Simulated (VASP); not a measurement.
The system is AgBr.

```
CELL_PARAMETERS angstrom
0.00000 2.87015 2.87015
2.87015 0.00000 2.87015
2.87015 2.87015 0.00000
ATOMIC_POSITIONS crystal
Ag 0.00000 0.00000 0.00000
Br 0.50000 0.50000 0.50000
```

* Program: VASP 6.6.1
* Task: relaxation of cell and atoms
* Functional: PBE
* Potentials or basis: VASP PAW PBE potentials, release 64 (Ag, Br)
* Cutoff: 500 eV
* k mesh: 8 × 8 × 8
* Occupations: gaussian, width 0.02 eV
* Spin: no spin polarisation

At the start: pressure 2.3 GPa; volume 23.64 Å³/atom.

Q: Where does the relaxation end?

A: Over 3 steps the energy falls by 8.4 meV/atom and the volume is 24.89 Å³/atom (+5.3 %); space group Fm-3m (No. 225, to 0.1 Å) before and after.

The path:
```tsv
step	energy change (eV)	largest force (eV/Å)	pressure (GPa)	volume (Å³)
1	0.0000	0.0000	2.28	47.29
2	-0.0167	0.0000	0.12	49.63
3	-0.0168	0.0000	0.00	49.78
```

Final structure:
```yaml
crystal:
  lattice:
    - [0.00000, 2.91968, 2.91968]
    - [2.91968, 0.00000, 2.91968]
    - [2.91968, 2.91968, 0.00000]
  atoms:
    - { symbol: Ag, position: [0.00000, 0.00000, 0.00000] }
    - { symbol: Br, position: [0.50000, 0.50000, 0.50000] }
```
